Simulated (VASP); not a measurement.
# TaN (I4/mmm) in VASP: further runs

The runs below take TaN through single point, with r2SCAN.

Program: VASP 6.6.1. These are calculated values, not measurements. Logs are shortened: lines on timing, memory, paths and dates and some standing lists are left out, and cuts for length are marked.

## Step 1: The cell of the first run

The structure is tetragonal, space group I4/mmm (No. 139). Conventional cell: a = 3.202 Å, b = 3.202 Å, c = 4.317 Å, α = 90.00°, β = 90.00°, γ = 90.00°. Ta (site symmetry 4/mmm) has 6 N at 2.16 to 2.26 Å within 2.9 Å. Within 2.9 Å of N (site symmetry 4/mmm) lie 6 Ta at 2.16 to 2.26 Å.

## Step 2: Single point, r2SCAN (biaxial strain in the a-b plane: +3.0 %)

POSCAR reads:

```
TaN
1.0
    2.2642143050      2.2642143050      0.0000000000
   -2.2642143050      2.2642143050      0.0000000000
    0.0000000000      0.0000000000      4.3173950437
Ta N
2 2
Direct
    0.5000000000      0.5000000000      0.0000000000
    0.0000000000      0.0000000000      0.5000000000
    0.0000000000      0.0000000000      0.0000000000
    0.5000000000      0.5000000000      0.5000000000
```

INCAR.step1 reads:

```
SYSTEM = TaN
PREC     = Accurate       ! precision mode
ENCUT    = 520            ! plane-wave cutoff, eV
ISMEAR   = 0              ! smearing method
SIGMA    = 0.1            ! smearing width, eV
LREAL    = .False.        ! projectors in reciprocal space
LASPH    = .True.         ! aspherical terms in the spheres
NELM     = 60             ! most SCF steps
NBANDS   = 24             ! bands
GGA      = PE             ! functional
ALGO     = Normal         ! electronic algorithm
EDIFF    = 1E-4           ! SCF threshold, eV
LWAVE    = .True.         ! write WAVECAR
LCHARG   = .False.        ! write CHGCAR
```

INCAR.step2 reads:

```
SYSTEM = TaN
PREC     = Accurate       ! precision mode
ENCUT    = 520            ! plane-wave cutoff, eV
EDIFF    = 1E-6           ! SCF threshold, eV
ISMEAR   = 0              ! smearing method
SIGMA    = 0.1            ! smearing width, eV
LREAL    = .False.        ! projectors in reciprocal space
LASPH    = .True.         ! aspherical terms in the spheres
NELM     = 60             ! most SCF steps
ALGO     = Normal         ! electronic algorithm
ISIF     = 2              ! what is computed and relaxed
LWAVE    = .False.        ! write WAVECAR
LCHARG   = .True.         ! write CHGCAR
METAGGA  = R2SCAN         ! meta-GGA
LMIXTAU  = .True.       
LELF     = .True.         ! ELF
LVHAR    = .True.       
NBANDS   = 24             ! bands
ISTART   = 1
```

KPOINTS reads:

```
Automatic mesh
0
Gamma
  16 16 12
  0 0 0
```

Potentials or basis: VASP PAW PBE potentials, release 64 (Ta_pv, N).

The run is started by

```sh
$ cat potpaw_PBE.64/Ta_pv/POTCAR potpaw_PBE.64/N/POTCAR > POTCAR
$ cp INCAR.step1 INCAR
$ mpirun -np 1 vasp_std > vasp.out
$ cp INCAR.step2 INCAR
$ mpirun -np 1 vasp_std > vasp.out
```

OUTCAR:

```text
SYSTEM = TaN
   PREC = Accurate
   ENCUT = 520
   EDIFF = 1E-6
   ISMEAR = 0
   LREAL = .False.
   LASPH = .True.
   NELM = 60
   ISIF = 2
   METAGGA = R2SCAN
   ISTART = 1

 ion  position               nearest neighbor table
   1  0.500  0.500  0.000-   4 2.16   4 2.16   3 2.26   3 2.26   3 2.26   3 2.26   2 3.13   2 3.13
                             2 3.13   2 3.13   2 3.13   2 3.13   2 3.13   2 3.13
   2  0.000  0.000  0.500-   3 2.16   3 2.16   4 2.26   4 2.26   4 2.26   4 2.26   1 3.13   1 3.13
                             1 3.13   1 3.13   1 3.13   1 3.13   1 3.13   1 3.13
   3  0.000  0.000  0.000-   2 2.16   2 2.16   1 2.26   1 2.26   1 2.26   1 2.26
   4  0.500  0.500  0.500-   1 2.16   1 2.16   2 2.26   2 2.26   2 2.26   2 2.26

  LATTYP: Found a simple tetragonal cell.
 ALAT       =     3.2020825783
 C/A-ratio  =     1.3483084643

  Lattice vectors:

 A1 = (   2.2642143050,   2.2642143050,   0.0000000000)
 A2 = (  -2.2642143050,   2.2642143050,   0.0000000000)
 A3 = (   0.0000000000,   0.0000000000,   4.3173950437)

Analysis of symmetry for initial positions (statically):
=====================================================================
 Subroutine PRICEL returns following result:

  LATTYP: Found a body centered tetragonal cell.
 ALAT       =     3.2020825783
 C/A-ratio  =     1.3483084643

  Lattice vectors:

 A1 = (   0.0000000000,  -2.2642143050,  -2.1586975218)
 A2 = (   0.0000000000,   2.2642143050,  -2.1586975219)
 A3 = (   2.2642143050,   0.0000000000,   2.1586975219)

   2 primitive cells build up your supercell.

 Routine SETGRP: Setting up the symmetry group for a
 simple tetragonal supercell.

 Subroutine GETGRP returns: Found 16 space group operations
 (whereof 16 operations were pure point group operations)
 out of a pool of 16 trial point group operations.

The static configuration has the point symmetry D_4h.

Analysis of symmetry for dynamics (positions and initial velocities):
=====================================================================
 Subroutine PRICEL returns following result:

  LATTYP: Found a body centered tetragonal cell.
 ALAT       =     3.2020825783
 C/A-ratio  =     1.3483084643

  Lattice vectors:

 A1 = (   0.0000000000,  -2.2642143050,  -2.1586975218)
 A2 = (   0.0000000000,   2.2642143050,  -2.1586975219)
 A3 = (   2.2642143050,   0.0000000000,   2.1586975219)

   2 primitive cells build up your supercell.

 Routine SETGRP: Setting up the symmetry group for a
 simple tetragonal supercell.

 Subroutine GETGRP returns: Found 16 space group operations
 (whereof 16 operations were pure point group operations)
 out of a pool of 16 trial point group operations.

The dynamic configuration has the point symmetry D_4h.

 Subroutine INISYM returns: Found 16 space group operations
 (whereof 16 operations are pure point group operations),
 and found     2 'primitive' translations

----------------------------------------------------------------------------------------

                                     Primitive cell

  volume of cell :      22.1338

  direct lattice vectors                    reciprocal lattice vectors
     0.000000000 -2.264214305 -2.158697522     0.220827154 -0.220827154 -0.231621149
     0.000000000  2.264214305 -2.158697522     0.220827154  0.220827154 -0.231621149
     2.264214305  0.000000000  2.158697522     0.441654307  0.000000000  0.000000000

  length of vectors
     3.128360818  3.128360818  3.128360818     0.388815663  0.388815663  0.441654307

  position of ions in fractional coordinates (direct lattice)
     0.500000000  0.500000000  0.000000000
     0.000000000  1.000000000  0.000000000

  ion indices of the primitive-cell ions
   primitive index   ion index
                 1           1
                 2           4

----------------------------------------------------------------------------------------

 KPOINTS: Automatic mesh

Automatic generation of k-mesh.
 Grid dimensions read from file:
 generate k-points for:   16   16   12

 Generating k-lattice:

  Cartesian coordinates                     Fractional coordinates (reciprocal lattice)
     0.013801697  0.013801697  0.000000000     0.062500000  0.000000000  0.000000000
    -0.013801697  0.013801697  0.000000000     0.000000000  0.062500000  0.000000000
     0.000000000  0.000000000  0.019301762     0.000000000  0.000000000  0.083333333

  Length of vectors
     0.019518547  0.019518547  0.019301762

  Shift w.r.t. Gamma in fractional coordinates (k-lattice)
     0.000000000  0.000000000  0.000000000

 Subroutine IBZKPT returns following result:
 ===========================================

 Found    315 irreducible k-points:

 Following reciprocal coordinates:
            Coordinates               Weight
  0.000000  0.000000  0.000000      1.000000
  0.062500  0.000000  0.000000      4.000000
  0.125000  0.000000  0.000000      4.000000
  0.187500  0.000000  0.000000      4.000000
  0.250000  0.000000  0.000000      4.000000
  0.312500  0.000000  0.000000      4.000000
[... 16 lines left out ...]
  0.437500  0.125000  0.000000      8.000000
  0.500000  0.125000  0.000000      4.000000
 [... further k-points ...]
   k-points           NKPTS =    315   k-points in BZ     NKDIM =    315   number of bands    NBANDS=     24
   number of dos      NEDOS =    301   number of ions     NIONS =      4
   total plane-waves  NPLWV =  18432
   dimension x,y,z NGX =    24 NGY =   24 NGZ =   32
   dimension x,y,z NGXF=    48 NGYF=   48 NGZF=   64
   ions per type =               2   2
   NGX,Y,Z   is equivalent  to a cutoff of  12.46, 12.46, 12.32 a.u.
   NGXF,Y,Z  is equivalent  to a cutoff of  24.92, 24.92, 24.64 a.u.
 SYSTEM =  TaN
   PREC   = accura    normal or accurate (medium, high low for compatibility)
   ISTART =      1    job   : 0-new  1-cont  2-samecut
   ICHARG =      0    charge: 1-file 2-atom 10-const
   ISPIN  =      1    spin polarized calculation?
   LNONCOLLINEAR =      F non collinear calculations
   LSORBIT =      F    spin-orbit coupling
   LASPH  =      T    aspherical Exc in radial PAW
   ENCUT  =  520.0 eV  38.22 Ry    6.18 a.u.   5.95  5.95  8.03*2*pi/ulx,y,z
   NELM   =     60;   NELMIN=  2; NELMDL=  0     # of ELM steps
   EDIFF  = 0.1E-05   stopping-criterion for ELM
   LREAL  =      F    real-space projection
   EDIFFG = 0.1E-04   stopping-criterion for IOM
   NSW    =      0    number of steps for IOM
   IBRION =     -1    ionic relax: 0-MD 1-quasi-New 2-CG
   NFREE  =      0    steps in history (QN), initial steepest desc. (CG)
   ISIF   =      2    stress and relaxation
   ISYM   =      2    0-nonsym 1-usesym 2-fastsym
   POTIM  = 0.5000    time-step for ionic-motion
   TEBEG  =    0.0;   TEEND  =   0.0 temperature during run
   PSTRESS=    0.0 pullay stress
   NELECT =      32.0000    total number of electrons
   NUPDOWN=      -1.0000    fix difference up-down
   EMIN   =  10.00;   EMAX   =-10.00  energy-range for DOS
   EFERMI =   0.00;   METHOD = LEGACY
   ISMEAR =     0;   SIGMA  =   0.10  broadening in eV -4-tet -1-fermi 0-gaus
   EFERMI_NEDOS =   21; number of points for ismear=-14 and -15
   IALGO  =     38    algorithm
   IMIX   =      4    mixing-type and parameters
     AMIX     =   0.40;   BMIX     =  1.00
     AMIX_MAG =   1.60;   BMIX_MAG =  1.00
  volume/ion in A,a.u.               =      11.07        74.68
  Fermi-wavevector in a.u.,A,eV,Ry     =   1.469251  2.776481 29.370860  2.158697
  Thomas-Fermi vector in A             =   2.584651
   LORBIT       =      0    0 simple, 1 ext, 2 COOP (PROOUT), +10 PAW based schemes
   METAGGA = R2SCAN    functional components
   LHFCALC =     F    Hartree Fock is set to
   AEXX    =    0.0000 exact exchange contribution
   IVDW    =     0    specifies the selected vdW correction
   LEPSILON=     F    determine dielectric tensor
   LRPA    =     F    only Hartree local field effects (RPA)
 non-spin polarized calculation
 Gauss-broadening in eV      SIGMA  =   0.10
  energy-cutoff  :      520.00
  volume of cell :       44.27
 maximum number of plane-waves:      1220
 NGX is ok and might be reduce to    24
   NGX = 11   NGY = 11   NGZ = 17

 number of electron      31.9999991 magnetization

 Free energy of the ion-electron system (eV)
  ---------------------------------------------------
  ext. energy  EPLUGINS =         0.00000000
  ---------------------------------------------------
  free energy    TOTEN  =      -119.09481534 eV

  energy without entropy =     -119.08718388  energy(sigma->0) =     -119.09099961

 E-fermi :   9.1506     XC(G=0): -14.1970

 val. band max:        9.1499322541   @ k =   0.3125   0.1875   0.4167
 cond. band min:       9.1508031274   @ k =   0.3125   0.0625   0.1667
 fundamental gap:      0.0008708733
 Fermi energy:         9.1506353472

 k-point     1 :       0.0000    0.0000    0.0000
  band No.  band energies     occupation
      1     -28.6846      2.00000
      2     -28.3544      2.00000
      3     -28.3544      2.00000
      4     -28.0672      2.00000
      5     -28.0672      2.00000
      6     -28.0375      2.00000
[... 16 lines left out ...]
     23      12.4871      0.00000
     24      12.4871      0.00000

 k-point     2 :       0.0625    0.0000    0.0000
  band No.  band energies     occupation
      1     -28.6775      2.00000
      2     -28.3651      2.00000
      3     -28.3501      2.00000
      4     -28.0842      2.00000
      5     -28.0684      2.00000
      6     -28.0427      2.00000
[... 16 lines left out ...]
     23      12.3958      0.00000
     24      12.4195      0.00000

 k-point     3 :       0.1250    0.0000    0.0000
  band No.  band energies     occupation
      1     -28.6566      2.00000
      2     -28.3950      2.00000
      3     -28.3375      2.00000
      4     -28.1324      2.00000
      5     -28.0719      2.00000
      6     -28.0583      2.00000
[... 16 lines left out ...]
     23      12.1449      0.00000
     24      12.2215      0.00000
[... 514 lines left out ...]
 k-point    23 :       0.4375    0.1250    0.0000
  band No.  band energies     occupation
      1     -28.5806      2.00000
      2     -28.5343      2.00000
      3     -28.3913      2.00000
      4     -28.2740      2.00000
      5     -28.2242      2.00000
      6     -28.1698      2.00000
[... 16 lines left out ...]
     23      13.9581      0.00000
     24      15.2053      0.00000

 k-point    24 :       0.5000    0.1250    0.0000
  band No.  band energies     occupation
      1     -28.5700      2.00000
      2     -28.5700      2.00000
      3     -28.3317      2.00000
      4     -28.3317      2.00000
      5     -28.1952      2.00000
      6     -28.1952      2.00000
[... 16 lines left out ...]
     23      14.8084      0.00000
     24      14.8084      0.00000

 [... further k-points ...]

------------------------ aborting loop because EDIFF is reached ----------------------------------------

  FORCE on cell =-STRESS in cart. coord.  units (eV):
  Direction    XX          YY          ZZ          XY          YZ          ZX
  --------------------------------------------------------------------------------------
  -------------------------------------------------------------------------------------
  Total       -5.0526664     -5.0526664      1.9656058      0.0000000     -0.0000000      0.0000000
  in kB     -182.8707994   -182.8707994     71.1410308      0.0000000     -0.0000000      0.0000000
  external PRESSURE =     -98.2001893 kB  Pullay stress =       0.0000000 kB

 VOLUME and BASIS-vectors are now :
 -----------------------------------------------------------------------------
  energy-cutoff  :      520.00
  volume of cell :       44.27
      direct lattice vectors                 reciprocal lattice vectors
     2.264214305  2.264214305  0.000000000     0.220827154  0.220827154  0.000000000
    -2.264214305  2.264214305  0.000000000    -0.220827154  0.220827154  0.000000000
     0.000000000  0.000000000  4.317395044     0.000000000  0.000000000  0.231621149

 POSITION                                       TOTAL-FORCE (eV/Angst)
 -----------------------------------------------------------------------------------
      0.00000      2.26421      0.00000         0.000000      0.000000      0.000000
      0.00000      0.00000      2.15870         0.000000      0.000000     -0.000000
      0.00000      0.00000      0.00000        -0.000000      0.000000     -0.000000
      0.00000      2.26421      2.15870         0.000000     -0.000000     -0.000000
 -----------------------------------------------------------------------------------
    total drift:                                0.000000     -0.000000     -0.000000

  FREE ENERGIE OF THE ION-ELECTRON SYSTEM (eV)
  ---------------------------------------------------
  free  energy   TOTEN  =      -119.0948153383 eV

  energy  without entropy=     -119.0871838772  energy(sigma->0) =     -119.09099961
```

It took 12 min on 1 thread of Intel Xeon 8259CL, shared host; peak memory 0.38 GiB.

What came out:

- Free energy: -119.0948 eV
- Pressure: -9.8 GPa
- Band gap on the k mesh: zero (bands 16 and 17 overlap by 3.83 eV)

Levels at points of the mesh, in eV from the Fermi level:
| k point | band 14 | band 15 | band 16 | band 17 | band 18 | band 19 |
| --- | --- | --- | --- | --- | --- | --- |
| (0.00, 0.00, 0.00) | -4.07 | -3.90 | -2.21 | -2.21 | -1.67 | -0.17 |
| (0.50, 0.00, 0.00) | -6.50 | 0.23 | 0.23 | 0.39 | 0.39 | 1.48 |
| (0.50, 0.50, 0.00) | -4.88 | -4.73 | -4.73 | 1.93 | 1.93 | 3.02 |
| (0.00, 0.00, 0.50) | -5.37 | -3.89 | -3.89 | 0.87 | 0.87 | 1.80 |
| (0.50, 0.00, 0.50) | -7.70 | 1.58 | 1.58 | 2.03 | 2.03 | 2.05 |
| (0.50, 0.50, 0.50) | -7.22 | 0.35 | 0.35 | 0.35 | 0.35 | 3.04 |

Caveat: the cell differs from its parent crystal (biaxial strain in the a-b plane: +3.0 %); the cell stands under tension; the PAW data sets were made with another functional, which shifts forces and pressure a little; spin-orbit coupling is left out, which moves the levels of the heavy elements.

[end of part 1 of 2]
